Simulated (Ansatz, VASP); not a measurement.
**One calculation of Cd, two programs**

INCAR

```
SYSTEM = Cd
PREC = Accurate ; ENCUT = 520
EDIFF = 1E-6 ; ISMEAR = 0
SIGMA = 0.15 ; LREAL = .False.
LASPH = .True. ; NELM = 60
ALGO = Fast ; ISIF = 2
LWAVE = .False. ; LCHARG = .True.
GGA = PE ; LELF = .True.
LVHAR = .True. ; NBANDS = 12
```

File KPOINTS:

```
regular mesh
0
Gamma
  18 18 18
  0 0 0
```

POSCAR

```
Cd
1.0
    0.0000000000      2.1072422625      2.2181497500
    2.1072422625      0.0000000000      2.2181497500
    2.1072422625      2.1072422625      0.0000000000
Cd
1
Direct
    0.0000000000      0.0000000000      0.0000000000
```

Input for Ansatz:

```yaml
crystal:
  lattice:
    - [0.0, 2.1072422625, 2.21814975]
    - [2.1072422625, 0.0, 2.21814975]
    - [2.1072422625, 2.1072422625, 0.0]
  atoms:
    - { symbol: Cd, position: [0.0, 0.0, 0.0] }
basis:
  ecutwfc: 420
kpoints:
  mp_grid: { grid: [18, 18, 18] }
hamiltonian:
  xc: pbe
scf:
  occupations: { method: gaussian, width: 0.15 }
output:
  forces: true
  stress: true
  eigenvalues: true
```

Change from the starting cell: strain -0.050 along x and y, +0.000 along z, atoms carried along.

Alike in both runs: task single point; functional PBE; k mesh 18 × 18 × 18; occupations gaussian, width 0.15 eV; no spin polarisation.

```csv
,VASP,Ansatz
version,VASP 6.6.1,Ansatz 0.2.0
potentials or method,"VASP PAW PBE potentials, release 64 (Cd), cutoff 520 eV","scalar-relativistic, plane waves, PAW"
valence electrons in the cell,12,20
```

```csv
,VASP,Ansatz,Ansatz less VASP
gap on the k mesh at the Fermi level (eV),none,none,-
pressure (GPa),10.2,9.7,-0.56
"traceless stress, the component that is largest in VASP (GPa)",-2.12,-2.10,+0.017
```

A gap of «none» marks a metal or a gap that the smearing closes. VASP's potentials hold 12 valence electrons a cell and Ansatz's 20, so a difference there can come from the potentials and not from the codes.
